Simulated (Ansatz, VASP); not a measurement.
## Two plane-wave programs on Hf2ZrC3

```xyz
6
Lattice="3.3050 0.0000 0.0000 -1.6525 2.8622 0.0000 0.0000 0.0000 8.0765" Properties=species:S:1:pos:R:3 pbc="T T T"
Zr    0.0000    0.0000    0.0000
Hf    1.6525    0.9541    5.3760
Hf    0.0000    1.9081    2.7005
C     0.0000    1.9081    6.7076
C     1.6525    0.9541    1.3690
C     0.0000    0.0000    4.0383
```

Alike in both runs: functional PBE; k mesh 6 × 6 × 2; occupations gaussian, width 0.2 eV; no spin polarisation.

Ansatz relaxed the structure, and its values are those at the end. VASP's run is a single point on that final structure, the one shown.

|  | VASP | Ansatz |
| --- | --- | --- |
| version | VASP 6.6.1 | Ansatz 0.2.0 |
| potentials or method | VASP PAW PBE potentials, release 64 (Zr_sv, Hf_pv, C), cutoff 520 eV | scalar-relativistic, plane waves, PAW |
| valence electrons in the cell | 44 | 76 |

Ansatz gave:

```
gap on the k mesh at the Fermi level (eV) : none
pressure (GPa)                            : -0.1
rms of the force components (eV/Å)        : 0.003
```

**Question.** What did VASP give for the same quantities?

**Answer.** gap on the k mesh at the Fermi level (eV): none; pressure (GPa): -0.4; rms of the force components (eV/Å): 0.011.

A gap of «none» marks a metal or a gap that the smearing closes. The functional is the same, so the differences come from potentials, cutoffs and numerics. VASP's potentials hold 44 valence electrons a cell and Ansatz's 76, so a difference there can come from the potentials and not from the codes.

The k mesh is coarse, so the values compare programs but aren't converged. Neither program's run includes spin-orbit coupling.
